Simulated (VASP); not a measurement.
# Na3N2 (P6/mmm) in VASP: further runs

Na3N2 is run at these levels: PBE; tasks: single point, relaxation of cell and atoms.

Program: VASP 6.6.1. These are calculated values, not measurements. Logs are shortened: lines on timing, memory, paths and dates and some standing lists are left out, and cuts for length are marked.

## Step 1: The cell of the first run

Symmetry: P6/mmm, No. 191, hexagonal system. The conventional cell has a = 3.344 Å, b = 3.344 Å, c = 10.341 Å, α = 90.00°, β = 90.00°, γ = 120.00°. Within 3.4 Å of Na (site symmetry 6mm) lie 6 N at 2.51 Å and 7 Na at 3.20 to 3.34 Å. Na (site symmetry 6/mmm) has 8 Na at 3.34 to 3.57 Å within 4.4 Å. Within 2.6 Å of N (site symmetry -6m2) lie 3 N at 1.93 Å and 6 Na at 2.51 Å.

The cell was built from a structure type or drawn by symmetry, and may not be a known phase.

## Step 2: Single point, PBE

Input file INCAR:

```
SYSTEM = Na3N2
  PREC = Accurate
  ENCUT = 520
  EDIFF = 1E-7
  ISMEAR = 0
  SIGMA = 0.1
  LREAL = .False.
  LASPH = .True.
  NELM = 100
  ALGO = Normal
  ISIF = 2
  LWAVE = .False.
  LCHARG = .False.
  GGA = PE
  NBANDS = 24
```

Input file KPOINTS:

```
regular mesh
0
Gamma
  15 15 4
  0 0 0
```

Input file POSCAR:

```
Na3N2
1.0
    3.3436974417      0.0000000000      0.0000000000
   -1.6718487208      2.8957269271      0.0000000000
    0.0000000000      0.0000000000     10.3407119545
Na N
3 2
Direct
    0.0000000000      0.0000000000      0.1546073816
    0.0000000000      0.0000000000      0.8453926184
    0.0000000000      0.0000000000      0.5000000000
    0.3333333333      0.6666666667      0.0000000000
    0.6666666667      0.3333333333      0.0000000000
```

Potentials or basis: VASP PAW PBE potentials, release 64 (Na_pv, N).

Started as:

```console
$ cat potpaw_PBE.64/Na_pv/POTCAR potpaw_PBE.64/N/POTCAR > POTCAR
$ mpirun -np 1 vasp_std > vasp.out
```

OUTCAR:

```text
SYSTEM = Na3N2
   PREC = Accurate
   ENCUT = 520
   EDIFF = 1E-7
   ISMEAR = 0
   LREAL = .False.
   LASPH = .True.
   NELM = 100
   ISIF = 2
   GGA = PE

 ion  position               nearest neighbor table
   1  0.000  0.000  0.155-
   2  0.000  0.000  0.845-
   3  0.000  0.000  0.500-
   4  0.333  0.667  0.000-
   5  0.667  0.333  0.000-

  LATTYP: Found a hexagonal cell.
 ALAT       =     3.3436974417
 C/A-ratio  =     3.0925979802

  Lattice vectors:

 A1 = (   3.3436974417,   0.0000000000,   0.0000000000)
 A2 = (  -1.6718487208,   2.8957269271,   0.0000000000)
 A3 = (   0.0000000000,   0.0000000000,  10.3407119545)

Analysis of symmetry for initial positions (statically):
=====================================================================
 Subroutine PRICEL returns:
 Original cell was already a primitive cell.

 Routine SETGRP: Setting up the symmetry group for a
 hexagonal supercell.

 Subroutine GETGRP returns: Found 24 space group operations
 (whereof 24 operations were pure point group operations)
 out of a pool of 24 trial point group operations.

The static configuration has the point symmetry D_6h.

Analysis of symmetry for dynamics (positions and initial velocities):
=====================================================================
 Subroutine PRICEL returns:
 Original cell was already a primitive cell.

 Routine SETGRP: Setting up the symmetry group for a
 hexagonal supercell.

 Subroutine GETGRP returns: Found 24 space group operations
 (whereof 24 operations were pure point group operations)
 out of a pool of 24 trial point group operations.

The dynamic configuration has the point symmetry D_6h.

 Subroutine INISYM returns: Found 24 space group operations
 (whereof 24 operations are pure point group operations),
 and found     1 'primitive' translations

----------------------------------------------------------------------------------------

                                     Primitive cell

  volume of cell :     100.1233

  direct lattice vectors                    reciprocal lattice vectors
     3.343697442  0.000000000  0.000000000     0.299070121  0.172668215  0.000000000
[... 89 lines left out ...]
   LASPH  =      T    aspherical Exc in radial PAW
   ENCUT  =  520.0 eV  38.22 Ry    6.18 a.u.   6.22  6.22 19.23*2*pi/ulx,y,z
   NELM   =    100;   NELMIN=  2; NELMDL= -5     # of ELM steps
   EDIFF  = 0.1E-06   stopping-criterion for ELM
   LREAL  =      F    real-space projection
   EDIFFG = 0.1E-05   stopping-criterion for IOM
   NSW    =      0    number of steps for IOM
   IBRION =     -1    ionic relax: 0-MD 1-quasi-New 2-CG
   NFREE  =      0    steps in history (QN), initial steepest desc. (CG)
   ISIF   =      2    stress and relaxation
   ISYM   =      2    0-nonsym 1-usesym 2-fastsym
   POTIM  = 0.5000    time-step for ionic-motion
   TEBEG  =    0.0;   TEEND  =   0.0 temperature during run
   PSTRESS=    0.0 pullay stress
   NELECT =      31.0000    total number of electrons
   NUPDOWN=      -1.0000    fix difference up-down
   EMIN   =  10.00;   EMAX   =-10.00  energy-range for DOS
   EFERMI =   0.00;   METHOD = LEGACY
   ISMEAR =     0;   SIGMA  =   0.10  broadening in eV -4-tet -1-fermi 0-gaus
   EFERMI_NEDOS =   21; number of points for ismear=-14 and -15
   IALGO  =     38    algorithm
   IMIX   =      4    mixing-type and parameters
     AMIX     =   0.40;   BMIX     =  1.00
     AMIX_MAG =   1.60;   BMIX_MAG =  1.00
  volume/ion in A,a.u.               =      20.02       135.13
  Fermi-wavevector in a.u.,A,eV,Ry     =   1.107517  2.092904 16.688822  1.226594
  Thomas-Fermi vector in A             =   2.244032
   LORBIT       =      0    0 simple, 1 ext, 2 COOP (PROOUT), +10 PAW based schemes
   GGA     = PE    functional components
   LHFCALC =     F    Hartree Fock is set to
   AEXX    =    0.0000 exact exchange contribution
   IVDW    =     0    specifies the selected vdW correction
   LEPSILON=     F    determine dielectric tensor
   LRPA    =     F    only Hartree local field effects (RPA)
 non-spin polarized calculation
 Gauss-broadening in eV      SIGMA  =   0.10
  energy-cutoff  :      520.00
  volume of cell :      100.12
 maximum number of plane-waves:      2715
 NGX is ok and might be reduce to    28
   NGX = 13   NGY = 13   NGZ = 39

 number of electron      30.9999993 magnetization

 Free energy of the ion-electron system (eV)
  ---------------------------------------------------
  ext. energy  EPLUGINS =         0.00000000
  ---------------------------------------------------
  free energy    TOTEN  =       -16.42507572 eV

  energy without entropy =      -16.41557706  energy(sigma->0) =      -16.42032639

 E-fermi :   1.5162     XC(G=0):  -7.7937

 val. band max:        1.5040281304   @ k =   0.4000   0.0000   0.2500
 cond. band min:       1.5279070075   @ k =   0.2667   0.2000   0.0000
 fundamental gap:      0.0238788771
 Fermi energy:         1.5162199053

 k-point     1 :       0.0000    0.0000    0.0000
  band No.  band energies     occupation
      1     -23.4675      2.00000
      2     -23.4447      2.00000
      3     -23.4447      2.00000
      4     -22.5856      2.00000
      5     -22.5029      2.00000
      6     -22.4598      2.00000
[... 637 lines left out ...]
     23       6.9356      0.00000
     24       7.9318      0.00000

 [... further k-points ...]

------------------------ aborting loop because EDIFF is reached ----------------------------------------

  FORCE on cell =-STRESS in cart. coord.  units (eV):
  Direction    XX          YY          ZZ          XY          YZ          ZX
  --------------------------------------------------------------------------------------
  -------------------------------------------------------------------------------------
  Total        0.0148996      0.0148996      0.0241907      0.0000000     -0.0000000     -0.0000000
  in kB        0.2384244      0.2384244      0.3871007      0.0000000     -0.0000000     -0.0000000
  external PRESSURE =       0.2879832 kB  Pullay stress =       0.0000000 kB

 VOLUME and BASIS-vectors are now :
 -----------------------------------------------------------------------------
  energy-cutoff  :      520.00
  volume of cell :      100.12
      direct lattice vectors                 reciprocal lattice vectors
     3.343697442  0.000000000  0.000000000     0.299070121  0.172668215  0.000000000
    -1.671848721  2.895726927  0.000000000     0.000000000  0.345336430  0.000000000
     0.000000000  0.000000000 10.340711954     0.000000000  0.000000000  0.096705140

 POSITION                                       TOTAL-FORCE (eV/Angst)
 -----------------------------------------------------------------------------------
      0.00000      0.00000      1.59875        -0.000000      0.000000      0.008287
      0.00000      0.00000      8.74196        -0.000000     -0.000000     -0.008287
      0.00000      0.00000      5.17036         0.000000      0.000000      0.000000
     -0.00000      1.93048      0.00000         0.000000      0.000000     -0.000000
      1.67185      0.96524      0.00000        -0.000000     -0.000000      0.000000
 -----------------------------------------------------------------------------------
    total drift:                                0.000000     -0.000000     -0.000000

  FREE ENERGIE OF THE ION-ELECTRON SYSTEM (eV)
  ---------------------------------------------------
  free  energy   TOTEN  =       -16.4250757168 eV

  energy  without entropy=      -16.4155770578  energy(sigma->0) =      -16.42032639
```

stdout:

```text
POSCAR found type information on POSCAR NaN
 POSCAR found :  2 types and       5 ions
 scaLAPACK will be used
 LDA part: xc-table for (Slater+PW92), standard interpolation
 POSCAR, INCAR and KPOINTS ok, starting setup
 FFT: planning ... GRIDC
 FFT: planning ... GRID_SOFT
 FFT: planning ... GRID
 WAVECAR not read
 entering main loop
```

Run time: 3.8 min. Hardware: 1 thread of Oxide Virtual Turin-like, shared host; peak memory 0.28 GiB.

Results:

* Free energy: -16.4251 eV
* Pressure: 0.0 GPa
* Largest force: 0.008 eV/Å
* Band gap on the k mesh: zero (an odd number of electrons rules out a gap without spin polarisation)

Forces in eV/Å, atoms in the order of the input:
```
Na   0.000  0.000  0.008
Na   0.000  0.000 -0.008
Na   0.000  0.000  0.000
N    0.000  0.000  0.000
N    0.000  0.000  0.000
```

## Step 3: Single point, PBE

Input file INCAR:

```
PREC = Accurate
ENCUT = 520
EDIFF = 1E-6
ISMEAR = 0
SIGMA = 0.1
LREAL = F
LASPH = T
NELM = 100
ALGO = Normal
ISIF = 2
LWAVE = F
LCHARG = F
GGA = PE
NBANDS = 24
```

Input file KPOINTS:

```
Automatic mesh
0
Gamma
  15 15 4
```

POSCAR is that of step 2.

Potentials or basis: VASP PAW PBE potentials, release 64 (Na_pv, N).

Started as:

```console
$ cat potpaw_PBE.64/Na_pv/POTCAR potpaw_PBE.64/N/POTCAR > POTCAR
$ mpirun -np 1 vasp_std > vasp.out
```

It took 3.7 min on 1 thread of Oxide Virtual Turin-like, shared host; peak memory 0.28 GiB.

Results (log left out):

- Free energy: -16.4251 eV
- Pressure: 0.0 GPa
- Largest force: 0.008 eV/Å
- Band gap on the k mesh: zero (an odd number of electrons rules out a gap without spin polarisation)

Forces on the atoms (eV/Å):
```
Na   0.000  0.000  0.008
Na   0.000  0.000 -0.008
Na   0.000  0.000  0.000
N    0.000  0.000  0.000
N    0.000  0.000  0.000
```

Levels at points of the mesh, in eV from the Fermi level:
| k point | band 12 | band 13 | band 14 | band 15 | band 16 | band 17 | band 18 | band 19 | band 20 | band 21 |
| --- | --- | --- | --- | --- | --- | --- | --- | --- | --- | --- |
| (0.00, 0.00, 0.00) | -5.05 | -4.02 | -4.02 | -2.93 | -0.80 | 0.97 | 1.26 | 1.45 | 1.45 | 5.19 |
| (0.00, 0.00, 0.50) | -5.07 | -4.02 | -4.02 | -2.74 | -1.32 | 1.26 | 1.45 | 1.45 | 1.90 | 3.81 |

## Step 4: Relaxation of cell and atoms, PBE

This run uses another cell than the first one, of 19.88 Å³/atom.

Input file INCAR:

```
SYSTEM = Na3N2
PREC = Accurate ; ENCUT = 600
EDIFF = 1E-6 ; ISMEAR = 0
SIGMA = 0.1 ; LREAL = .False.
LASPH = .True. ; NELM = 80
ALGO = Normal ; ISIF = 3
LWAVE = .False. ; LCHARG = .False.
GGA = PE ; IBRION = 2
NSW = 100 ; EDIFFG = -0.01
```

Input file KPOINTS:

```
regular mesh
0
Gamma
  15 15 4
  0 0 0
```

Input file POSCAR:

```
Na3N2
1.0
    3.3260888943      0.0000000000      0.0000000000
   -1.6630444471      2.8804774777      0.0000000000
    0.0000000000      0.0000000000     10.3751658104
Na N
3 2
Direct
    0.0000000000      0.0000000000      0.1542131132
    0.0000000000      0.0000000000      0.8457868868
    0.0000000000      0.0000000000      0.5000000000
    0.3333333333      0.6666666667      0.0000000000
    0.6666666667      0.3333333333      0.0000000000
```

Potentials or basis: VASP PAW PBE potentials, release 64 (Na_pv, N).

Started as:

```console
$ cat potpaw_PBE.64/Na_pv/POTCAR potpaw_PBE.64/N/POTCAR > POTCAR
$ mpirun -np 1 vasp_std > vasp.out
```

OUTCAR:

```text
SYSTEM = Na3N2
   PREC = Accurate
   ENCUT = 600
   EDIFF = 1E-6
   ISMEAR = 0
   LREAL = .False.
   LASPH = .True.
   NELM = 80
   ISIF = 3
   GGA = PE
   IBRION = 2
   NSW = 100
   EDIFFG = -0.01

 ion  position               nearest neighbor table
   1  0.000  0.000  0.154-
   2  0.000  0.000  0.846-
   3  0.000  0.000  0.500-
   4  0.333  0.667  0.000-
   5  0.667  0.333  0.000-

  LATTYP: Found a hexagonal cell.
 ALAT       =     3.3260888943
 C/A-ratio  =     3.1193290799

  Lattice vectors:

 A1 = (   3.3260888943,   0.0000000000,   0.0000000000)
 A2 = (  -1.6630444471,   2.8804774777,   0.0000000000)
 A3 = (   0.0000000000,   0.0000000000,  10.3751658104)

Analysis of symmetry for initial positions (statically):
=====================================================================
 Subroutine PRICEL returns:
 Original cell was already a primitive cell.

 Routine SETGRP: Setting up the symmetry group for a
 hexagonal supercell.

 Subroutine GETGRP returns: Found 24 space group operations
 (whereof 24 operations were pure point group operations)
 out of a pool of 24 trial point group operations.

The static configuration has the point symmetry D_6h.

Analysis of symmetry for dynamics (positions and initial velocities):
=====================================================================
 Subroutine PRICEL returns:
 Original cell was already a primitive cell.

 Routine SETGRP: Setting up the symmetry group for a
 hexagonal supercell.

 Subroutine GETGRP returns: Found 24 space group operations
 (whereof 24 operations were pure point group operations)
 out of a pool of 24 trial point group operations.

The dynamic configuration has the point symmetry D_6h.

 Subroutine INISYM returns: Found 24 space group operations
 (whereof 24 operations are pure point group operations),
 and found     1 'primitive' translations
[... 126 lines left out ...]
   GGA     = PE    functional components
   LHFCALC =     F    Hartree Fock is set to
   AEXX    =    0.0000 exact exchange contribution
   IVDW    =     0    specifies the selected vdW correction
   LEPSILON=     F    determine dielectric tensor
   LRPA    =     F    only Hartree local field effects (RPA)
 conjugate gradient relaxation of ions
 non-spin polarized calculation
 Gauss-broadening in eV      SIGMA  =   0.10
  energy-cutoff  :      600.00
  volume of cell :       99.40
 maximum number of plane-waves:      3365
 NGX is ok and might be reduce to    28
   NGX = 13   NGY = 13   NGZ = 41

--------------------------------------- Ionic step        1  -------------------------------------------

 number of electron      31.0000003 magnetization

 Free energy of the ion-electron system (eV)
  ---------------------------------------------------
  ext. energy  EPLUGINS =         0.00000000
  ---------------------------------------------------
  free energy    TOTEN  =       -16.42678981 eV

  energy without entropy =      -16.41671213  energy(sigma->0) =      -16.42175097

------------------------ aborting loop because EDIFF is reached ----------------------------------------

  FORCE on cell =-STRESS in cart. coord.  units (eV):
  Direction    XX          YY          ZZ          XY          YZ          ZX
  --------------------------------------------------------------------------------------
  -------------------------------------------------------------------------------------
  Total        0.3157455      0.3157455      0.0109582      0.0000000      0.0000000      0.0000000
  in kB        5.0892565      5.0892565      0.1766272      0.0000000      0.0000000      0.0000000
  external PRESSURE =       3.4517134 kB  Pullay stress =       0.0000000 kB
[... 182 lines left out ...]
--------------------------------------- Ionic step        6  -------------------------------------------

 number of electron      30.9999999 magnetization

 Free energy of the ion-electron system (eV)
  ---------------------------------------------------
  ext. energy  EPLUGINS =         0.00000000
  ---------------------------------------------------
  free energy    TOTEN  =       -16.42856950 eV

  energy without entropy =      -16.41903269  energy(sigma->0) =      -16.42380110

 E-fermi :   1.5184     XC(G=0):  -7.7939

 val. band max:        1.5065181124   @ k =   0.4000   0.0000   0.2500
 cond. band min:       1.5305832075   @ k =   0.2667   0.2000   0.0000
 fundamental gap:      0.0240650951
 Fermi energy:         1.5183740328

 k-point     1 :       0.0000    0.0000    0.0000
  band No.  band energies     occupation
      1     -23.4661      2.00000
      2     -23.4435      2.00000
      3     -23.4435      2.00000
      4     -22.5852      2.00000
      5     -22.5025      2.00000
      6     -22.4594      2.00000
[... 505 lines left out ...]
      6     -22.5316      2.00000
[... 11 lines left out ...]
     18       3.8436      0.00000
     19       5.1322      0.00000

 [... further k-points ...]

------------------------ aborting loop because EDIFF is reached ----------------------------------------

  FORCE on cell =-STRESS in cart. coord.  units (eV):
  Direction    XX          YY          ZZ          XY          YZ          ZX
  --------------------------------------------------------------------------------------
  -------------------------------------------------------------------------------------
  Total       -0.0140277     -0.0140277     -0.0268260     -0.0000000     -0.0000000      0.0000000
  in kB       -0.2245010     -0.2245010     -0.4293253     -0.0000000     -0.0000000      0.0000000
  external PRESSURE =      -0.2927758 kB  Pullay stress =       0.0000000 kB
[... 20 lines left out ...]
  FREE ENERGIE OF THE ION-ELECTRON SYSTEM (eV)
  ---------------------------------------------------
  free  energy   TOTEN  =       -16.4285695007 eV

  energy  without entropy=      -16.4190326925  energy(sigma->0) =      -16.42380110

 reached required accuracy - stopping structural energy minimisation
```

OSZICAR:

```text
N       E                     dE             d eps       ncg     rms          rms(c)
DAV:   1     0.311518051184E+03    0.31152E+03   -0.17420E+04  3078   0.191E+03
[... 47 lines left out ...]
       N       E                     dE             d eps       ncg     rms          rms(c)
DAV:   1    -0.164293376929E+02   -0.84830E-03   -0.30140E-02  3126   0.190E+00    0.190E-01
DAV:   2    -0.164290334853E+02    0.30421E-03   -0.16719E-03  3686   0.351E-01    0.137E-01
DAV:   3    -0.164286498085E+02    0.38368E-03   -0.40640E-04  3626   0.163E-01    0.714E-02
DAV:   4    -0.164285710936E+02    0.78715E-04   -0.88592E-05  3565   0.120E-01    0.100E-02
DAV:   5    -0.164285694270E+02    0.16666E-05   -0.73011E-06  3525   0.390E-02    0.350E-03
DAV:   6    -0.164285695007E+02   -0.73734E-07   -0.75200E-07  1644   0.109E-02
   6 F= -.16428570E+02 E0= -.16423801E+02  d E =-.186198E-03
```

It took 10 min on 1 thread of Oxide Virtual Turin-like, shared host; peak memory 0.31 GiB.

What came out:

- Free energy: -16.4286 eV
- Relaxed volume: 20.02 Å³/atom
- Relaxed cell: a = 3.343 Å, b = 3.343 Å, c = 10.346 Å, α = 90.00°, β = 90.00°, γ = 120.00°
- Space group after relaxing (to 0.1 Å): P6/mmm (No. 191)
- Energy gained by relaxing: 0.4 meV/atom
- Ionic steps: 6
- Pressure after relaxing: 0.0 GPa
- Largest force after relaxing: 0.009 eV/Å
- Band gap on the k mesh: zero (an odd number of electrons rules out a gap without spin polarisation)

Forces in eV/Å, atoms in the order of the input:
```
Na   0.000  0.000  0.009
Na   0.000  0.000 -0.009
Na   0.000  0.000  0.000
N    0.000  0.000  0.000
N    0.000  0.000  0.000
```

The path:
```csv
step,energy change (eV),largest force (eV/Å),pressure (GPa),volume (Å³)
1,0.0000,0.0489,0.35,99.40
2,-0.0014,0.0138,0.07,100.02
3,-0.0016,0.0001,-0.04,100.27
4,-0.0016,0.0019,-0.06,100.30
5,-0.0017,0.0029,-0.02,100.22
6,-0.0018,0.0094,-0.03,100.11
```

Final structure:
```
CELL_PARAMETERS angstrom
3.34268 0.00000 0.00000
-1.67134 2.89484 0.00000
0.00000 0.00000 10.34571
ATOMIC_POSITIONS crystal
Na 0.00000 0.00000 0.15456
Na 0.00000 0.00000 0.84544
Na 0.00000 0.00000 0.50000
N 0.33333 0.66667 0.00000
N 0.66667 0.33333 0.00000
```

Levels at points of the mesh, in eV from the Fermi level:
```csv
k point,band 12,band 13,band 14,band 15,band 16,band 17,band 18,band 19
"(0.00, 0.00, 0.00)",-5.05,-4.03,-4.03,-2.93,-0.81,0.97,1.26,1.45
"(0.00, 0.00, 0.50)",-5.07,-4.03,-4.03,-2.75,-1.32,1.26,1.45,1.45
```
